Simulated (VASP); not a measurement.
# MnO (Fm-3m) in VASP: settings compared, part 2 of 2

VASP 6.6.1. Earlier steps stand in the parts before.

## Step 3: Single point, PBE0, collinear spin, ferromagnetic start

This run uses another cell than the first one, of 11.00 Å³/atom.

POSCAR

```
MnO
1.0
    0.0000000000      2.2239077028      2.2239077028
    2.2239077028      0.0000000000      2.2239077028
    2.2239077028      2.2239077028      0.0000000000
Mn O
1 1
Direct
    0.0000000000      0.0000000000      0.0000000000
    0.5000000000      0.5000000000      0.5000000000
```

INCAR.step1

```
ALGO = Normal
EDIFF = 1E-5
ENCUT = 520
GGA = PE
ISIF = 2
ISMEAR = -1
ISPIN = 2
LASPH = T
LMAXMIX = 4
LORBIT = 11
LREAL = F
LWAVE = T
MAGMOM = 4 0
NBANDS = 20
NELM = 150
PREC = Accurate
SIGMA = 0.05
```

INCAR.step2

```
AEXX = 0.25
ALGO = Normal
EDIFF = 1E-6
ENCUT = 520
GGA = PE
ISIF = 2
ISMEAR = -1
ISPIN = 2
ISTART = 1
LASPH = T
LCHARG = T
LELF = T
LHFCALC = T
LMAXMIX = 4
LORBIT = 11
LREAL = F
LVHAR = T
LWAVE = F
MAGMOM = 4 0
NBANDS = 20
NELM = 150
PREC = Accurate
PRECFOCK = Normal
SIGMA = 0.05
```

KPOINTS

```
k-points
0
Gamma
  5 5 5
```

Potentials or basis: VASP PAW PBE potentials, release 64 (Mn_pv, O).

Launch:

```sh
$ cat potpaw_PBE.64/Mn_pv/POTCAR potpaw_PBE.64/O/POTCAR > POTCAR
$ cp INCAR.step1 INCAR
$ mpirun -np 1 vasp_std > vasp.out
$ cp INCAR.step2 INCAR
$ mpirun -np 1 vasp_std > vasp.out
```

Wall time 22 min (1 thread of AMD EPYC 7R13, shared host); peak memory 0.16 GiB.

Results (log left out):

```
Free energy                                           : -25.5021 eV
Pressure                                              : 1.3 GPa
Band gap on the k mesh                                : 2.20 eV (least direct gap 4.79 eV)
Net moment                                            : 5.00 μB per cell
Site moments                                          : Mn +4.58; O +0.20 μB
Valence electrons inside the program's atomic spheres : Mn 11.32; O 5.04
```

Levels at points of the mesh, in eV from the valence-band top:
Spin up:
| k point | band 8 | band 9 | band 10 | band 11 | band 12 | band 13 | band 14 | band 15 | band 16 | band 17 |
| --- | --- | --- | --- | --- | --- | --- | --- | --- | --- | --- |
| (0.00, 0.00, 0.00) | -3.47 | -3.47 | -3.24 | -3.24 | -3.24 | 2.20 | 16.89 | 19.42 | 19.42 | 19.42 |
Spin down:
| k point | band 3 | band 4 | band 5 | band 6 | band 7 | band 8 | band 9 | band 10 | band 11 | band 12 |
| --- | --- | --- | --- | --- | --- | --- | --- | --- | --- | --- |
| (0.00, 0.00, 0.00) | -46.72 | -20.72 | -2.59 | -2.59 | -2.59 | 3.67 | 5.05 | 5.05 | 5.05 | 5.79 |

Caveat: the k points lie up to 0.49 Å⁻¹ apart; the PAW data sets were made with another functional, which shifts forces and pressure a little; an odd mesh through Γ misses points on the zone boundary, where band edges can lie; a cell with one magnetic atom can't hold antiferromagnetic order, which such compounds often take.

## Step 4: Single point, LDA, collinear spin, ferromagnetic start

This run uses another cell than the first one, of 11.44 Å³/atom.

INCAR

```
PREC     = Accurate       # precision mode
ENCUT    = 700            # plane-wave cutoff, eV
EDIFF    = 1E-6           # SCF threshold, eV
ISMEAR   = -1             # smearing method
SIGMA    = 0.05           # smearing width, eV
LREAL    = F              # projectors in reciprocal space
LASPH    = T              # aspherical terms in the spheres
NELM     = 200            # most SCF steps
ALGO     = Normal         # electronic algorithm
ISIF     = 2              # what is computed and relaxed
LWAVE    = F              # write WAVECAR
LCHARG   = F              # write CHGCAR
ISPIN    = 2              # spin polarisation
MAGMOM   = 4 0            # initial moments
LORBIT   = 11             # projections on sites
LMAXMIX  = 4              # l up to which the mixer works
GGA      = CA             # functional
NBANDS   = 22             # bands
GGA_COMPAT= F
```

KPOINTS

```
regular mesh
0
Gamma
  10 10 10
```

POSCAR

```
MnO
1.0
    0.0000000000      2.2531730023      2.2531730023
    2.2531730023      0.0000000000      2.2531730023
    2.2531730023      2.2531730023      0.0000000000
Mn O
1 1
Direct
    0.0000000000      0.0000000000      0.0000000000
    0.5000000000      0.5000000000      0.5000000000
```

Potentials or basis: VASP PAW LDA potentials, release 64 (Mn_sv, O).

Launch:

```sh
$ cat potpaw_LDA.64/Mn_sv/POTCAR potpaw_LDA.64/O/POTCAR > POTCAR
$ mpirun -np 1 vasp_std > vasp.out
```

It took 2.4 min on 1 thread of AMD EPYC, shared host; peak memory 0.15 GiB.

The run converged. Its results:

```yaml
Free_energy: -17.5347 eV
Pressure: -20.6 GPa
Net_moment: 4.66 μB per cell
Site_moments: Mn +4.04; O +0.19 μB
Valence_electrons_inside_the_program's_atomic_spheres: Mn 12.80; O 4.91
```

Levels at points of the mesh, in eV from the Fermi level:
Spin up:
```tsv
k point	band 9	band 10	band 11	band 12	band 13	band 14	band 15	band 16	band 17	band 18
(0.00, 0.00, 0.00)	-2.92	-2.92	-2.92	-2.44	-2.44	-0.55	13.91	15.88	15.88	15.88
(0.50, 0.00, 0.00)	-2.06	-2.06	-1.68	0.26	0.26	3.43	7.40	11.52	11.52	17.94
(0.50, 0.50, 0.00)	-3.87	-2.04	-1.80	-1.80	-1.73	4.77	7.57	10.23	13.14	13.14
```
Spin down:
| k point | band 6 | band 7 | band 8 | band 9 | band 10 | band 11 |
| --- | --- | --- | --- | --- | --- | --- |
| (0.00, 0.00, 0.00) | -3.20 | -3.20 | -3.20 | 0.47 | 0.49 | 0.49 |
| (0.50, 0.00, 0.00) | -7.13 | -4.66 | -4.66 | 1.63 | 1.65 | 1.65 |
| (0.50, 0.50, 0.00) | -6.17 | -4.15 | -4.15 | -0.96 | 1.68 | 1.84 |

Caveat: the cell stands under tension; a cell with one magnetic atom can't hold antiferromagnetic order, which such compounds often take; semilocal functionals often make such compounds metallic where correlation or magnetic order opens a gap, which also shifts bond lengths.

## Step 5: Single point, BLYP+D4, collinear spin, ferromagnetic start

This run uses another cell than the first one, of 10.62 Å³/atom.

INCAR

```
PREC = Accurate
ENCUT = 520
EDIFF = 1E-6
ISMEAR = -1
SIGMA = 0.05
LREAL = False
LASPH = True
NELM = 150
ALGO = Normal
ISIF = 2
LWAVE = False
LCHARG = False
ISPIN = 2
MAGMOM = 4 0
LORBIT = 11
LMAXMIX = 4
GGA = B5
ALDAX = 1.0
AGGAX = 1.0
AGGAC = 1.0
ALDAC = 0.0
IVDW = 13
VDW_S6 = 1.0
VDW_S8 = 2.34076671
VDW_A1 = 0.44488865
VDW_A2 = 4.0933009
NBANDS = 20
```

KPOINTS

```
Automatic mesh
0
Gamma
  10 10 10
```

POSCAR

```
MnO
1.0
    0.0000000000      2.1983724336      2.1983724336
    2.1983724336      0.0000000000      2.1983724336
    2.1983724336      2.1983724336      0.0000000000
Mn O
1 1
Direct
    0.0000000000      0.0000000000      0.0000000000
    0.5000000000      0.5000000000      0.5000000000
```

Potentials or basis: VASP PAW PBE potentials, release 64 (Mn_pv, O).

Launch:

```sh
$ cat potpaw_PBE.64/Mn_pv/POTCAR potpaw_PBE.64/O/POTCAR > POTCAR
$ mpirun -np 1 vasp_std > vasp.out
```

OUTCAR:

```text
PREC = Accurate
   ENCUT = 520
   EDIFF = 1E-6
   ISMEAR = -1
   LREAL = False
   LASPH = True
   NELM = 150
   ISIF = 2
   ISPIN = 2
   LORBIT = 11
   GGA = B5
   IVDW = 13

 ion  position               nearest neighbor table
   1  0.000  0.000  0.000-   2 2.20   2 2.20   2 2.20   2 2.20   2 2.20   2 2.20
   2  0.500  0.500  0.500-   1 2.20   1 2.20   1 2.20   1 2.20   1 2.20   1 2.20

  LATTYP: Found a face centered cubic cell.
 ALAT       =     4.3967448672

  Lattice vectors:

[... 1321 lines left out ...]
  in kB       1.70103     1.70103     1.70103     0.00000     0.00000     0.00000
  external pressure =        1.70 kB  Pullay stress =        0.00 kB

 VOLUME and BASIS-vectors are now :
 -----------------------------------------------------------------------------
  energy-cutoff  :      520.00
  volume of cell :       21.25
      direct lattice vectors                 reciprocal lattice vectors
     0.000000000  2.198372434  2.198372434    -0.227440989  0.227440989  0.227440989
     2.198372434  0.000000000  2.198372434     0.227440989 -0.227440989  0.227440989
     2.198372434  2.198372434  0.000000000     0.227440989  0.227440989 -0.227440989

 POSITION                                       TOTAL-FORCE (eV/Angst)
 -----------------------------------------------------------------------------------
      0.00000      0.00000      0.00000        -0.000000      0.000000      0.000000
      2.19837      2.19837      2.19837         0.000000     -0.000000     -0.000000
 -----------------------------------------------------------------------------------
    total drift:                                0.000000     -0.000000     -0.000000

  FREE ENERGIE OF THE ION-ELECTRON SYSTEM (eV)
  ---------------------------------------------------
  free  energy   TOTEN  =       -16.5164384920 eV

  energy  without entropy=      -16.5052916757  energy(sigma->0) =      -16.51086508

 total charge

# of ion       s       p       d       tot
------------------------------------------
    1        0.205   6.185   5.033  11.423
    2        1.553   3.445   0.000   4.998
--------------------------------------------------
tot          1.758   9.630   5.033  16.421

 magnetization (x)

# of ion       s       p       d       tot
------------------------------------------
    1        0.026   0.018   4.128   4.171
    2        0.031   0.182   0.000   0.213
--------------------------------------------------
tot          0.057   0.200   4.128   4.384
```

Wall time 36 s (1 thread of Intel Xeon Platinum 8488C (Sapphire Rapids), shared host); peak memory 0.16 GiB.

What came out:

```yaml
Free_energy: -16.5164 eV
Pressure: 0.2 GPa
Net_moment: 4.57 μB per cell
Site_moments: Mn +4.17; O +0.21 μB
Valence_electrons_inside_the_program's_atomic_spheres: Mn 11.42; O 5.00
Dispersion_energy_per_atom: -0.627 eV
```

Caveat: the PAW data sets were made with another functional, which shifts forces and pressure a little; a cell with one magnetic atom can't hold antiferromagnetic order, which such compounds often take; semilocal functionals often make such compounds metallic where correlation or magnetic order opens a gap, which also shifts bond lengths. With open d or f shells a metallic result of BLYP can be an artefact of self-interaction; +U or a hybrid may open a gap.

## Step 6: Overview

| level | potentials or basis | cell | k mesh | cutoff (eV) | grid for exact exchange (PRECFOCK) | share of exact exchange | gap on the mesh (eV) | pressure (GPa) | moment (μB) |
| --- | --- | --- | --- | --- | --- | --- | --- | --- | --- |
| B3LYP5 | VASP PAW PBE potentials, release 64 (Mn_pv, O) | a = 3.103 Å, angles 60.0°, 2 atoms | 5 × 5 × 5 | 520 | Normal | 0.2 | 1.99 | 13.9 | 5.00 |
| PBE0 | VASP PAW PBE potentials, release 64 (Mn_pv, O) | a = 3.145 Å, angles 60.0°, 2 atoms | 5 × 5 × 5 | 520 | Normal | 0.25 | 2.20 | 1.3 | 5.00 |
| LDA | VASP PAW LDA potentials, release 64 (Mn_sv, O) | a = 3.186 Å, angles 60.0°, 2 atoms | 10 × 10 × 10 | 700 | - | - | none | -20.6 | 4.66 |
| BLYP+D4 | VASP PAW PBE potentials, release 64 (Mn_pv, O) | a = 3.109 Å, angles 60.0°, 2 atoms | 10 × 10 × 10 | 520 | - | - | none | 0.2 | 4.57 |

Alike in all rows: task single point; spin collinear, ferromagnetic start; smearing fermi-dirac 0.05 eV.

Caveats: some runs use coarse meshes; a cell with one magnetic atom can't hold antiferromagnetic order, which such compounds often take; the PAW data sets were made with another functional, which shifts forces and pressure a little (at least some runs); an odd mesh through Γ misses points on the zone boundary, where band edges can lie (at least some runs); semilocal functionals often make such compounds metallic where correlation or magnetic order opens a gap, which also shifts bond lengths (at least some runs); the cell stands under tension (at least some runs).

Total energies depend on the potentials used, so only differences within one code and one set of settings carry meaning.
